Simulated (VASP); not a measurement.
# MgSi3N2 (P-6m2) in VASP: a series of runs

The runs below take MgSi3N2 through single point, with PBE.

All numbers are computed with VASP 6.6.1; they aren't measurements. Logs are shortened: lines on timing, memory, paths and dates and some standing lists are left out, and cuts for length are marked.

**1. The cell of the first run**

Symmetry: P-6m2, No. 187, hexagonal system. The conventional cell has a = 5.119 Å, b = 5.119 Å, c = 5.075 Å, α = 90.00°, β = 90.00°, γ = 120.00°. Within 3.3 Å of Mg (site symmetry -6m2) lie 5 Si at 2.54 to 2.96 Å and 6 N at 3.01 Å. Si (site symmetry -6m2) has 2 Mg at 2.54 Å and 3 Si at 2.96 Å within 3.3 Å. Within 3.3 Å of Si (site symmetry -6m2) lie 2 Si at 2.54 Å and 3 Mg at 2.96 Å and 6 N at 3.01 Å. Si (site symmetry -6m2) has 5 Si at 2.54 to 2.96 Å within 3.3 Å. Within 1.5 Å of N (site symmetry 3m) lie 1 N at 1.12 Å.

The cell was built from a structure type or drawn by symmetry, and may not be a known phase.

**2. Single point, PBE**

INCAR reads:

```
SYSTEM = MgSi3N2
PREC = Accurate
ENCUT = 520
EDIFF = 1E-6
ISMEAR = 0
SIGMA = 0.1
LREAL = .FALSE.
LASPH = .TRUE.
NELM = 100
ALGO = Normal
ISIF = 2
LWAVE = .FALSE.
LCHARG = .FALSE.
GGA = PE
NBANDS = 21
```

KPOINTS reads:

```
regular mesh
0
G
  6 6 4
  0 0 0
```

POSCAR reads:

```
MgSi3N2
1.0
    5.1185694790      0.0000000000      0.0000000000
   -2.5592847395      4.4328111999      0.0000000000
    0.0000000000      0.0000000000      5.0746976737
Mg Si N
1 3 2
Direct
    0.6666666667      0.3333333333      0.0000000000
    0.6666666667      0.3333333333      0.5000000000
    0.0000000000      0.0000000000      0.0000000000
    0.0000000000      0.0000000000      0.5000000000
    0.3333333333      0.6666666667      0.1106975295
    0.3333333333      0.6666666667      0.8893024705
```

Potentials or basis: VASP PAW PBE potentials, release 64 (Mg, Si, N).

Run with:

```sh
$ cat potpaw_PBE.64/Mg/POTCAR potpaw_PBE.64/Si/POTCAR potpaw_PBE.64/N/POTCAR > POTCAR
$ mpirun -np 1 vasp_std > vasp.out
```

OUTCAR:

```text
SYSTEM = MgSi3N2
   PREC = Accurate
   ENCUT = 520
   EDIFF = 1E-6
   ISMEAR = 0
   LREAL = .FALSE.
   LASPH = .TRUE.
   NELM = 100
   ISIF = 2
   GGA = PE

 ion  position               nearest neighbor table
   1  0.667  0.333  0.000-   2 2.54   2 2.54   3 2.96   3 2.96   3 2.96
   2  0.667  0.333  0.500-   1 2.54   1 2.54   4 2.96   4 2.96   4 2.96
   3  0.000  0.000  0.000-   4 2.54   4 2.54   1 2.96   1 2.96   1 2.96
   4  0.000  0.000  0.500-   3 2.54   3 2.54   2 2.96   2 2.96   2 2.96
   5  0.333  0.667  0.111-   6 1.12
   6  0.333  0.667  0.889-   5 1.12

  LATTYP: Found a hexagonal cell.
 ALAT       =     5.1185694790
 C/A-ratio  =     0.9914288933

  Lattice vectors:

 A1 = (   5.1185694790,   0.0000000000,   0.0000000000)
 A2 = (  -2.5592847395,   4.4328111999,   0.0000000000)
 A3 = (   0.0000000000,   0.0000000000,   5.0746976737)

Analysis of symmetry for initial positions (statically):
=====================================================================
 Subroutine PRICEL returns:
 Original cell was already a primitive cell.

 Routine SETGRP: Setting up the symmetry group for a
 hexagonal supercell.

 Subroutine GETGRP returns: Found 12 space group operations
 (whereof 12 operations were pure point group operations)
 out of a pool of 24 trial point group operations.

The static configuration has the point symmetry D_3h.

Analysis of symmetry for dynamics (positions and initial velocities):
=====================================================================
 Subroutine PRICEL returns:
 Original cell was already a primitive cell.

 Routine SETGRP: Setting up the symmetry group for a
 hexagonal supercell.

 Subroutine GETGRP returns: Found 12 space group operations
 (whereof 12 operations were pure point group operations)
 out of a pool of 24 trial point group operations.

The dynamic configuration has the point symmetry D_3h.

 Subroutine INISYM returns: Found 12 space group operations
 (whereof 12 operations are pure point group operations),
 and found     1 'primitive' translations

----------------------------------------------------------------------------------------

                                     Primitive cell

  volume of cell :     115.1431

[... 91 lines left out ...]
   NELM   =    100;   NELMIN=  2; NELMDL= -5     # of ELM steps
   EDIFF  = 0.1E-05   stopping-criterion for ELM
   LREAL  =      F    real-space projection
   EDIFFG = 0.1E-04   stopping-criterion for IOM
   NSW    =      0    number of steps for IOM
   IBRION =     -1    ionic relax: 0-MD 1-quasi-New 2-CG
   NFREE  =      0    steps in history (QN), initial steepest desc. (CG)
   ISIF   =      2    stress and relaxation
   ISYM   =      2    0-nonsym 1-usesym 2-fastsym
   POTIM  = 0.5000    time-step for ionic-motion
   TEBEG  =    0.0;   TEEND  =   0.0 temperature during run
   PSTRESS=    0.0 pullay stress
   NELECT =      24.0000    total number of electrons
   NUPDOWN=      -1.0000    fix difference up-down
   EMIN   =  10.00;   EMAX   =-10.00  energy-range for DOS
   EFERMI =   0.00;   METHOD = LEGACY
   ISMEAR =     0;   SIGMA  =   0.10  broadening in eV -4-tet -1-fermi 0-gaus
   EFERMI_NEDOS =   21; number of points for ismear=-14 and -15
   IALGO  =     38    algorithm
   IMIX   =      4    mixing-type and parameters
     AMIX     =   0.40;   BMIX     =  1.00
     AMIX_MAG =   1.60;   BMIX_MAG =  1.00
  volume/ion in A,a.u.               =      19.19       129.50
  Fermi-wavevector in a.u.,A,eV,Ry     =   0.970657  1.834276 12.819076  0.942176
  Thomas-Fermi vector in A             =   2.100810
   LORBIT       =      0    0 simple, 1 ext, 2 COOP (PROOUT), +10 PAW based schemes
   GGA     = PE    functional components
   LHFCALC =     F    Hartree Fock is set to
   AEXX    =    0.0000 exact exchange contribution
   IVDW    =     0    specifies the selected vdW correction
   LEPSILON=     F    determine dielectric tensor
   LRPA    =     F    only Hartree local field effects (RPA)
 non-spin polarized calculation
 Gauss-broadening in eV      SIGMA  =   0.10
  energy-cutoff  :      520.00
  volume of cell :      115.14
 maximum number of plane-waves:      3127
 NGX is ok and might be reduce to    40
   NGX = 19   NGY = 19   NGZ = 19

 number of electron      24.0000004 magnetization

 Free energy of the ion-electron system (eV)
  ---------------------------------------------------
  ext. energy  EPLUGINS =         0.00000000
  ---------------------------------------------------
  free energy    TOTEN  =       -29.63925825 eV

  energy without entropy =      -29.62732940  energy(sigma->0) =      -29.63329383

 E-fermi :   3.8792     XC(G=0):  -9.0277

 val. band max:        3.7983331491   @ k =   0.5000   0.0000   0.2500
 cond. band min:       3.9703228853   @ k =   0.3333   0.0000   0.2500
 fundamental gap:      0.1719897362
 Fermi energy:         3.8792372681

 k-point     1 :       0.0000    0.0000    0.0000
  band No.  band energies     occupation
      1     -20.2922      2.00000
      2      -6.0878      2.00000
      3      -5.8140      2.00000
      4      -4.0837      2.00000
      5      -4.0837      2.00000
      6      -2.1431      2.00000
[... 493 lines left out ...]
     20       9.3167      0.00000
     21       9.5567      0.00000

------------------------ aborting loop because EDIFF is reached ----------------------------------------

  FORCE on cell =-STRESS in cart. coord.  units (eV):
  Direction    XX          YY          ZZ          XY          YZ          ZX
  --------------------------------------------------------------------------------------
  -------------------------------------------------------------------------------------
  Total       -0.0882541     -0.0882541      1.5093850      0.0000000     -0.0000000      0.0000000
  in kB       -1.2280264     -1.2280264     21.0025775      0.0000000     -0.0000000      0.0000000
  external PRESSURE =       6.1821749 kB  Pullay stress =       0.0000000 kB

 VOLUME and BASIS-vectors are now :
 -----------------------------------------------------------------------------
  energy-cutoff  :      520.00
  volume of cell :      115.14
      direct lattice vectors                 reciprocal lattice vectors
     5.118569479  0.000000000  0.000000000     0.195367085  0.112795239  0.000000000
    -2.559284739  4.432811200  0.000000000     0.000000000  0.225590479  0.000000000
     0.000000000  0.000000000  5.074697674     0.000000000  0.000000000  0.197056074

 POSITION                                       TOTAL-FORCE (eV/Angst)
 -----------------------------------------------------------------------------------
      2.55928      1.47760      0.00000        -0.000000     -0.000000      0.000000
      2.55928      1.47760      2.53735        -0.000000      0.000000      0.000000
      0.00000      0.00000      0.00000        -0.000000      0.000000      0.000000
      0.00000      0.00000      2.53735        -0.000000      0.000000      0.000000
     -0.00000      2.95521      0.56176         0.000000      0.000000      1.340096
     -0.00000      2.95521      4.51294         0.000000     -0.000000     -1.340096
 -----------------------------------------------------------------------------------
    total drift:                                0.000000     -0.000000     -0.000000

  FREE ENERGIE OF THE ION-ELECTRON SYSTEM (eV)
  ---------------------------------------------------
  free  energy   TOTEN  =       -29.6392582545 eV

  energy  without entropy=      -29.6273294000  energy(sigma->0) =      -29.63329383
```

OSZICAR:

```text
N       E                     dE             d eps       ncg     rms          rms(c)
DAV:   1     0.778994270775E+02    0.77899E+02   -0.95800E+03   882   0.924E+02
DAV:   2    -0.221038165365E+02   -0.10000E+03   -0.96577E+02  1153   0.172E+02
DAV:   3    -0.304762822391E+02   -0.83725E+01   -0.82525E+01  1137   0.496E+01
DAV:   4    -0.305802568587E+02   -0.10397E+00   -0.10384E+00  1056   0.638E+00
DAV:   5    -0.305813534017E+02   -0.10965E-02   -0.10965E-02  1165   0.647E-01    0.841E+00
DAV:   6    -0.298209801449E+02    0.76037E+00   -0.14430E+00  1059   0.647E+00    0.493E+00
DAV:   7    -0.296487731042E+02    0.17221E+00   -0.42898E-01   988   0.361E+00    0.166E+00
DAV:   8    -0.296388513984E+02    0.99217E-02   -0.45027E-02  1200   0.106E+00    0.293E-01
DAV:   9    -0.296392153924E+02   -0.36399E-03   -0.58773E-03   992   0.377E-01    0.106E-01
DAV:  10    -0.296392054389E+02    0.99535E-05   -0.57375E-04  1052   0.986E-02    0.503E-02
DAV:  11    -0.296392474770E+02   -0.42038E-04   -0.14113E-04  1005   0.523E-02    0.198E-02
DAV:  12    -0.296392567747E+02   -0.92977E-05   -0.24554E-05  1010   0.237E-02    0.500E-03
DAV:  13    -0.296392580732E+02   -0.12985E-05   -0.25367E-06   969   0.879E-03    0.164E-03
DAV:  14    -0.296392582545E+02   -0.18121E-06   -0.39856E-07   591   0.356E-03
   1 F= -.29639258E+02 E0= -.29633294E+02  d E =-.119289E-01
```

Run time: 20 s. Hardware: 1 thread of Intel Xeon 6975P-C (Granite Rapids), shared host; peak memory 0.25 GiB.

Results:

| Property | Result |
| --- | --- |
| Free energy | -29.6393 eV |
| Pressure | 0.6 GPa |
| Largest force | 1.340 eV/Å |
| Band gap on the k mesh | zero (bands 12 and 13 overlap by 1.46 eV) |

Forces in eV/Å, atoms in the order of the input:
```
Mg   0.000  0.000  0.000
Si   0.000  0.000  0.000
Si   0.000  0.000  0.000
Si   0.000  0.000  0.000
N    0.000  0.000  1.340
N    0.000  0.000 -1.340
```

Levels at points of the mesh, in eV from the Fermi level:
```tsv
k point	band 8	band 9	band 10	band 11	band 12	band 13	band 14	band 15	band 16	band 17
(0.00, 0.00, 0.00)	-3.63	-3.51	-2.39	-2.39	-0.09	1.10	1.10	1.37	1.37	2.14
(0.50, 0.00, 0.00)	-3.71	-3.40	-2.46	-1.31	-0.93	0.12	1.06	1.27	2.14	2.95
(0.00, 0.00, 0.50)	-4.70	-1.67	-1.48	-1.48	-0.74	-0.74	0.33	0.33	2.26	2.57
(0.50, 0.00, 0.50)	-6.02	-3.20	-2.30	-0.38	-0.22	0.99	1.48	1.87	2.57	2.81
```

Caveat: the standard files for N, O and F lose accuracy on very short bonds; forces of over 1 eV/Å act on the atoms, so gaps and moduli don't describe the material at rest.

**3. Single point, PBE, collinear spin, ferromagnetic start**

This run uses another cell than the first one, of 14.80 Å³/atom.

INCAR reads:

```
SYSTEM = MgSi3N2
PREC = Accurate
ENCUT = 520
EDIFF = 1E-7
ISMEAR = 0
SIGMA = 0.1
LREAL = .FALSE.
LASPH = .TRUE.
NELM = 150
ALGO = Normal
ISIF = 2
LWAVE = .FALSE.
LCHARG = .FALSE.
ISPIN = 2
MAGMOM = 0 0 0 0 1 1
LORBIT = 11
GGA = PE
NBANDS = 25
```

KPOINTS reads:

```
regular mesh
0
G
  6 6 2
  0 0 0
```

POSCAR reads:

```
MgSi3N2
1.0
    3.6517182100      0.0000000000      0.0000000000
   -1.8258591100      3.1624807400      0.0000000000
    0.0000000000      0.0000000000      7.6904590400
Mg Si N
1 3 2
Direct
    0.6666666700      0.3333333300      0.0000000000
    0.6666666700      0.3333333300      0.5000000000
    0.0000000000      0.0000000000      0.0000000000
    0.0000000000      0.0000000000      0.5000000000
    0.3333333300      0.6666666700      0.2462391900
    0.3333333300      0.6666666700      0.7537608100
```

Potentials or basis: VASP PAW PBE potentials, release 64 (Mg, Si, N).

Run with:

```sh
$ cat potpaw_PBE.64/Mg/POTCAR potpaw_PBE.64/Si/POTCAR potpaw_PBE.64/N/POTCAR > POTCAR
$ mpirun -np 1 vasp_std > vasp.out
```

Wall time 31 s (1 thread of Intel Xeon 6975P-C (Granite Rapids), shared host); peak memory 0.26 GiB.

It converged, with:

```
Free energy                                           : -21.3453 eV
Pressure                                              : 17.8 GPa
Largest force                                         : 1.422 eV/Å
Net moment                                            : 0.70 μB per cell
Site moments                                          : Mg -0.00; Si +0.02, -0.01 (each value once); N +0.25 μB
Valence electrons inside the program's atomic spheres : Mg 0.59; Si 1.78, 1.77 (each value once); N 3.36
```

Forces in eV/Å, atoms in the order of the input:
```
Mg   0.000  0.000  0.000
Si   0.000  0.000  0.000
Si   0.000  0.000  0.000
Si   0.000  0.000  0.000
N    0.000  0.000 -1.422
N    0.000  0.000  1.422
```

Stress tensor (GPa, compression positive):
```
 39.07   0.00   0.00
  0.00  39.07   0.00
  0.00   0.00 -24.88
```

Levels at points of the mesh, in eV from the Fermi level:
Spin up:
| k point | band 9 | band 10 | band 11 | band 12 | band 13 | band 14 | band 15 | band 16 |
| --- | --- | --- | --- | --- | --- | --- | --- | --- |
| (0.00, 0.00, 0.00) | -1.20 | -0.92 | -0.66 | -0.66 | 0.18 | 1.30 | 1.30 | 3.31 |
| (0.50, 0.00, 0.00) | -1.59 | -1.21 | -1.21 | -0.75 | 0.21 | 0.94 | 1.61 | 2.06 |
| (0.00, 0.00, 0.50) | -0.97 | -0.97 | -0.95 | -0.95 | 1.36 | 1.36 | 1.53 | 1.98 |
| (0.50, 0.00, 0.50) | -2.60 | -1.96 | -1.40 | -0.42 | -0.22 | 1.25 | 2.60 | 2.79 |
Spin down:
```
           k point  band 9  band 10  band 11  band 12  band 13  band 14  band 15  band 16
(0.00, 0.00, 0.00)   -0.75    -0.75    -0.09    -0.09     0.47     1.32     1.32     3.44
(0.50, 0.00, 0.00)   -1.35    -1.04    -0.70    -0.41     0.46     0.89     1.92     2.12
(0.00, 0.00, 0.50)   -0.50    -0.50    -0.45    -0.45     1.41     1.41     1.74     2.12
(0.50, 0.00, 0.50)   -2.35    -1.65    -1.20    -0.29     0.25     1.46     2.83     2.90
```

Caveat: the k points lie up to 0.41 Å⁻¹ apart; forces of over 1 eV/Å act on the atoms, so gaps and moduli don't describe the material at rest.
